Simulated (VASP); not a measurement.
# CoN2 (I4/mcm) in VASP: single point with PBEsol+U

Aim: the single point of CoN2 with PBEsol+U.

Program: VASP 6.6.1. These are calculated values, not measurements. Logs are shortened: lines on timing, memory, paths and dates and some standing lists are left out, and cuts for length are marked.

## 1. The cell of the first run

The structure is tetragonal, space group I4/mcm (No. 140). Conventional cell: a = 4.245 Å, b = 4.245 Å, c = 4.917 Å, α = 90.00°, β = 90.00°, γ = 90.00°. Co (site symmetry 422) has 8 N at 2.10 Å and 2 Co at 2.46 Å within 2.8 Å. N (site symmetry m2m) has 1 N at 1.38 Å within 1.8 Å.

## 2. Single point, PBEsol+U, non-collinear spin, typed start

File POSCAR:

```
CoN2
1.0
   -2.1225850000      2.1225850000      2.4587240000
    2.1225850000     -2.1225850000      2.4587240000
    2.1225850000      2.1225850000     -2.4587240000
Co N
2 4
Direct
    0.2500000000      0.2500000000      0.0000000000
    0.7500000000      0.7500000000      0.0000000000
    0.1151000000      0.6151000000      0.7302000000
    0.6151000000      0.8849000000      0.5000000000
    0.8849000000      0.3849000000      0.2698000000
    0.3849000000      0.1151000000      0.5000000000
```

File INCAR.step1:

```
SYSTEM = CoN2
  PREC = Accurate
  ENCUT = 520
  EDIFF = 1E-6
  ISMEAR = 0
  SIGMA = 0.2853
  LREAL = .FALSE.
  LASPH = .TRUE.
  NELM = 150
  ALGO = Normal
  ISIF = 2
  LWAVE = .FALSE.
  LCHARG = .TRUE.
  LNONCOLLINEAR = .TRUE.
  MAGMOM = 0.891 2.672 -1.032 -1.915 -0.638 2.219 0 0 0 0 0 0 0 0 0 0 0 0
  LMAXMIX = 4
  LDAU = .TRUE.
  LDAUTYPE = 1
  LDAUL = 2 -1
  LDAUU = 3.61 0
  LDAUJ = 0.99 0
  LDAUPRINT = 1
  GGA = PS
  NBANDS = 54
```

File KPOINTS.step1:

```
Automatic mesh
0
G
  6 6 6
  0 0 0
```

File INCAR.step2:

```
SYSTEM = CoN2
  PREC = Accurate
  ENCUT = 520
  EDIFF = 1E-6
  ISMEAR = -5
  SIGMA = 0.2853
  LREAL = .FALSE.
  LASPH = .TRUE.
  NELM = 150
  ALGO = Normal
  ISIF = 2
  LWAVE = .FALSE.
  LCHARG = .FALSE.
  LNONCOLLINEAR = .TRUE.
  MAGMOM = 0.891 2.672 -1.032 -1.915 -0.638 2.219 0 0 0 0 0 0 0 0 0 0 0 0
  LORBIT = 11
  LMAXMIX = 4
  LDAU = .TRUE.
  LDAUTYPE = 1
  LDAUL = 2 -1
  LDAUU = 3.61 0
  LDAUJ = 0.99 0
  LDAUPRINT = 1
  GGA = PS
  NBANDS = 54
  NEDOS = 2001
  ICHARG = 11
```

File KPOINTS.step2:

```
Automatic mesh
0
G
  9 9 9
  0 0 0
```

Potentials or basis: VASP PAW PBE potentials, release 64 (Co, N).

Run with:

```
> cat potpaw_PBE.64/Co/POTCAR potpaw_PBE.64/N/POTCAR > POTCAR
> cp INCAR.step1 INCAR
> cp KPOINTS.step1 KPOINTS
> mpirun -np 1 vasp_ncl > vasp.out
> cp INCAR.step2 INCAR
> cp KPOINTS.step2 KPOINTS
> mpirun -np 1 vasp_ncl > vasp.out
```

OUTCAR:

```text
SYSTEM = CoN2
   PREC = Accurate
   ENCUT = 520
   EDIFF = 1E-6
   ISMEAR = -5
   LREAL = .FALSE.
   LASPH = .TRUE.
   NELM = 150
   ISIF = 2
   LNONCOLLINEAR = .TRUE.
   LORBIT = 11
   GGA = PS
   ICHARG = 11

 ion  position               nearest neighbor table
   1  0.250  0.250  0.000-   5 2.10   4 2.10   4 2.10   6 2.10   6 2.10   3 2.10   3 2.10   5 2.10
                             2 2.46   2 2.46   2 3.00   2 3.00   2 3.00   2 3.00
   2  0.750  0.750  0.000-   5 2.10   6 2.10   6 2.10   3 2.10   4 2.10   4 2.10   3 2.10   5 2.10
                             1 2.46   1 2.46   1 3.00   1 3.00   1 3.00   1 3.00
   3  0.115  0.615  0.730-   5 1.38   1 2.10   1 2.10   2 2.10   2 2.10
   4  0.615  0.885  0.500-   6 1.38   1 2.10   1 2.10   2 2.10   2 2.10
   5  0.885  0.385  0.270-   3 1.38   2 2.10   1 2.10   2 2.10   1 2.10
   6  0.385  0.115  0.500-   4 1.38   2 2.10   2 2.10   1 2.10   1 2.10

  LATTYP: Found a body centered tetragonal cell.
 ALAT       =     4.2451700000
 C/A-ratio  =     1.1583630338

  Lattice vectors:

 A1 = (  -2.1225850000,   2.1225850000,   2.4587240000)
 A2 = (   2.1225850000,  -2.1225850000,   2.4587240000)
 A3 = (   2.1225850000,   2.1225850000,  -2.4587240000)

Analysis of symmetry for initial positions (statically):
=====================================================================
 Subroutine PRICEL returns:
 Original cell was already a primitive cell.

 Routine SETGRP: Setting up the symmetry group for a
 body centered tetragonal supercell.

 Subroutine GETGRP returns: Found 16 space group operations
 (whereof  8 operations were pure point group operations)
 out of a pool of 16 trial point group operations.

The static configuration has the point symmetry C_4h.
 The point group associated with its full space group is D_4h.

Analysis of symmetry for dynamics (positions and initial velocities):
=====================================================================
 Subroutine PRICEL returns:
 Original cell was already a primitive cell.

 Routine SETGRP: Setting up the symmetry group for a
 body centered tetragonal supercell.

 Subroutine GETGRP returns: Found 16 space group operations
 (whereof  8 operations were pure point group operations)
 out of a pool of 16 trial point group operations.

The dynamic configuration has the point symmetry C_4h.
 The point group associated with its full space group is D_4h.

Analysis of structural, dynamic, and magnetic symmetry:
=====================================================================
 Subroutine PRICEL returns:
 Original cell was already a primitive cell.

 Routine SETGRP: Setting up the symmetry group for a
 body centered tetragonal supercell.

 Subroutine GETGRP returns: Found  1 space group operations
 (whereof  1 operations were pure point group operations)
 out of a pool of 16 trial point group operations.

The overall configuration has the point symmetry C_1 .

 Subroutine INISYM returns: Found  1 space group operations
 (whereof  1 operations are pure point group operations),
 and found     1 'primitive' translations

----------------------------------------------------------------------------------------

                                     Primitive cell

  volume of cell :      44.3098

[... 193 lines left out ...]

  0.8587  0.0001  0.0000 -0.0000  0.0001      0.0000 -0.0000 -0.0000  0.0000  0.0002
  0.0001  0.8297 -0.0000 -0.0000 -0.0001      0.0000 -0.0000 -0.0000  0.0000 -0.0000
  0.0000 -0.0000  0.9404 -0.0000  0.0000      0.0000  0.0000 -0.0000 -0.0000  0.0000
 -0.0000 -0.0000 -0.0000  0.8297  0.0000     -0.0000 -0.0000  0.0000  0.0000 -0.0000
  0.0001 -0.0001  0.0000  0.0000  0.8773     -0.0002  0.0000 -0.0000  0.0000  0.0000
[... 19 lines left out ...]
  0.4157  0.0000  0.0000  0.0000  0.0025      0.0000  0.0000  0.0000  0.0000 -0.0001
  0.0000  0.4121 -0.0000  0.0000 -0.0000     -0.0000 -0.0000  0.0000 -0.0000  0.0000
  0.0000 -0.0000  0.9347 -0.0001  0.0000     -0.0000 -0.0000  0.0000 -0.0000 -0.0000
  0.0000  0.0000 -0.0001  0.4121  0.0000     -0.0000  0.0000  0.0000  0.0000  0.0000
  0.0025 -0.0000  0.0000  0.0000  0.8202      0.0001 -0.0000  0.0000 -0.0000  0.0000

 occupancies and eigenvectors

  o =  0.2949  v =  0.0025 -0.4195 -0.0000  0.0503 -0.0001  0.0042 -0.6727 -0.0000  0.0337 -0.0001      0.0000 -0.0193 -0.0000 -0.0293  0.0000 -0.0033  0.5935  0.0000 -0.1197  0.0000
  o =  0.2950  v =  0.0011 -0.0336 -0.0000 -0.3897 -0.0000  0.0020 -0.1222 -0.0001 -0.8307 -0.0000      0.0000 -0.0475 -0.0000 -0.1565 -0.0000 -0.0016 -0.0231  0.0000  0.3386  0.0000
  o =  0.3039  v =  0.4094  0.0025 -0.0000  0.0009 -0.0030  0.6995  0.0042 -0.0000  0.0021 -0.0043      0.0000  0.0003  0.0000  0.0006 -0.0006 -0.5857 -0.0036  0.0000 -0.0002  0.0039
  o =  0.8000  v = -0.0030 -0.0002 -0.0000 -0.0001 -0.4554 -0.0035  0.0000  0.0001  0.0000 -0.5377      0.0000  0.0002 -0.0001  0.0000  0.0086  0.0047 -0.0002  0.0000 -0.0000  0.7095
  o =  0.8976  v = -0.0081 -0.0004  0.0002  0.0004 -0.8894  0.0028  0.0003  0.0002 -0.0001  0.2965      0.0000 -0.0002  0.0002 -0.0000 -0.0371 -0.0022 -0.0001  0.0003  0.0001 -0.3457
  o =  0.9310  v = -0.0006 -0.0002  0.4767  0.0012  0.0003  0.0002 -0.0001 -0.0246 -0.0004 -0.0001      0.0000  0.0005  0.2344  0.0000  0.0002 -0.0001 -0.0003  0.8469  0.0003  0.0002
  o =  0.9440  v =  0.0008  0.0025 -0.8159 -0.0045  0.0000 -0.0003 -0.0014  0.0820  0.0024 -0.0001      0.0000  0.0019 -0.2284 -0.0026  0.0001  0.0002  0.0001  0.5248 -0.0006 -0.0001
  o =  0.9469  v =  0.0009 -0.6944 -0.0056  0.5557  0.0006 -0.0004  0.2828  0.0022 -0.2130 -0.0000      0.0000 -0.1512  0.0003  0.0802  0.0001  0.0002 -0.1752  0.0021  0.1539  0.0003
  o =  0.9469  v = -0.0008  0.5614 -0.0025  0.7084 -0.0001  0.0003 -0.1873  0.0005 -0.2198 -0.0003      0.0000 -0.0049  0.0006 -0.0567  0.0000 -0.0002  0.1844  0.0002  0.2497  0.0000
  o =  0.9705  v =  0.9123  0.0012  0.0010  0.0000 -0.0080 -0.3139 -0.0004 -0.0001 -0.0000  0.0028      0.0000  0.0001  0.0003 -0.0001 -0.0000  0.2629  0.0004  0.0001  0.0001 -0.0025

 number of electron      38.0000004 magnetization      -1.5557741      3.0900517      1.8080739

 Free energy of the ion-electron system (eV)
  ---------------------------------------------------
  ext. energy  EPLUGINS =         0.00000000
  ---------------------------------------------------
  free energy    TOTEN  =       -41.55418256 eV

  energy without entropy =      -41.55418256  energy(sigma->0) =      -41.55418256

 E-fermi :   9.9262     XC(G=0): -13.7683

 val. band max:        9.9756514246   @ k =  -0.4444   0.4444   0.0000
 cond. band min:       9.8288525210   @ k =   0.1111   0.1111  -0.2222
 fundamental gap:     -0.1467989035
 Fermi energy:         9.9262470122

 k-point     1 :       0.0000    0.0000    0.0000
  band No.  band energies     occupation
      1     -11.5623      1.00000
      2     -11.5068      1.00000
      3      -8.2206      1.00000
      4      -8.1726      1.00000
      5      -2.3884      1.00000
      6      -2.3883      1.00000
[... 1261 lines left out ...]
     49      18.2228      0.00000
     50      18.4729      0.00000

 [... further k-points ...]

 [bands above 50 left out]

------------------------ aborting loop because EDIFF is reached ----------------------------------------

  FORCE on cell =-STRESS in cart. coord.  units (eV):
  Direction    XX          YY          ZZ          XY          YZ          ZX
  --------------------------------------------------------------------------------------
  -------------------------------------------------------------------------------------
  Total        0.4815696      0.4805932      6.8026811      0.0130151      0.0007041     -0.0001296
  in kB       17.4128442     17.3775388    245.9748706      0.4706052      0.0254606     -0.0046854
  external PRESSURE =      93.5884179 kB  Pullay stress =       0.0000000 kB

 VOLUME and BASIS-vectors are now :
 -----------------------------------------------------------------------------
  energy-cutoff  :      520.00
  volume of cell :       44.31
      direct lattice vectors                 reciprocal lattice vectors
    -2.122585000  2.122585000  2.458724000     0.000000000  0.235561827  0.203357514
     2.122585000 -2.122585000  2.458724000     0.235561827  0.000000000  0.203357514
     2.122585000  2.122585000 -2.458724000     0.235561827  0.235561827  0.000000000

 POSITION                                       TOTAL-FORCE (eV/Angst)
 -----------------------------------------------------------------------------------
      0.00000      0.00000      1.22936         0.000696     -0.000629     -0.020383
      0.00000      0.00000      3.68809        -0.000326      0.000475      0.022002
      2.61120      0.48862      0.00000        -3.111872     -3.116325     -0.000250
      1.63397      0.48862      2.45872         3.115413     -3.110189     -0.000484
     -0.48862      1.63397      2.45872         3.111638      3.116144     -0.000647
      0.48862      1.63397      0.00000        -3.115549      3.110524     -0.000238
 -----------------------------------------------------------------------------------
    total drift:                                0.000606     -0.000409      0.000403

  FREE ENERGIE OF THE ION-ELECTRON SYSTEM (eV)
  ---------------------------------------------------
  free  energy   TOTEN  =       -41.5541825569 eV

  energy  without entropy=      -41.5541825569  energy(sigma->0) =      -41.55418256

 total charge

# of ion       s       p       d       tot
------------------------------------------
    1        0.388   0.571   7.296   8.255
    2        0.388   0.571   7.296   8.255
    3        1.282   2.404   0.000   3.687
    4        1.282   2.404   0.000   3.686
    5        1.282   2.404   0.000   3.686
    6        1.282   2.404   0.000   3.686
--------------------------------------------------
tot          5.905  10.757  14.592  31.255

 magnetization (x)

# of ion       s       p       d       tot
------------------------------------------
    1       -0.000   0.001  -0.374  -0.373
    2       -0.006  -0.004  -1.158  -1.168
    3       -0.009   0.004   0.000  -0.005
    4       -0.009   0.005   0.000  -0.004
    5       -0.009   0.004   0.000  -0.005
    6       -0.009   0.004   0.000  -0.005
--------------------------------------------------
tot         -0.042   0.014  -1.533  -1.560

 magnetization (y)

# of ion       s       p       d       tot
------------------------------------------
    1        0.009   0.006   1.985   2.001
    2        0.003  -0.000   1.060   1.062
    3        0.018  -0.009   0.000   0.009
    4        0.018  -0.009   0.000   0.009
    5        0.018  -0.009   0.000   0.009
    6        0.018  -0.009   0.000   0.009
--------------------------------------------------
tot          0.084  -0.029   3.045   3.100

 magnetization (z)

# of ion       s       p       d       tot
------------------------------------------
    1        0.000  -0.001   0.437   0.436
    2        0.007   0.005   1.344   1.356
    3        0.011  -0.005   0.000   0.006
    4        0.010  -0.005   0.000   0.005
    5        0.011  -0.005   0.000   0.005
    6        0.010  -0.005   0.000   0.005
--------------------------------------------------
tot          0.049  -0.017   1.781   1.814
```

Run time: 2.5 h. Hardware: 1 thread of Oxide Virtual Turin-like, shared host; peak memory 2 GiB.

What came out:

```yaml
Net_moment: 3.90 μB per cell
Valence_electrons_inside_the_program's_atomic_spheres: Co 8.26; N 3.69
```

Levels at points of the mesh, in eV from the Fermi level:
```tsv
k point	band 35	band 36	band 37	band 38	band 39	band 40	band 41	band 42
(0.00, 0.00, 0.00)	-2.08	-2.08	-1.95	-1.29	-1.10	-0.13	0.66	0.88
```

Moments on the atoms (μB; x, y, z):
```
Co  -0.37  2.00  0.44
Co  -1.17  1.06  1.36
N   -0.01  0.01  0.01
N    0.00  0.01  0.01
N   -0.01  0.01  0.01
N   -0.01  0.01  0.01
```

Caveat: so wide a smearing shifts energies and pressures; the PAW data sets were made with another functional, which shifts forces and pressure a little. The state reached can hang on the start; a lower one may exist.
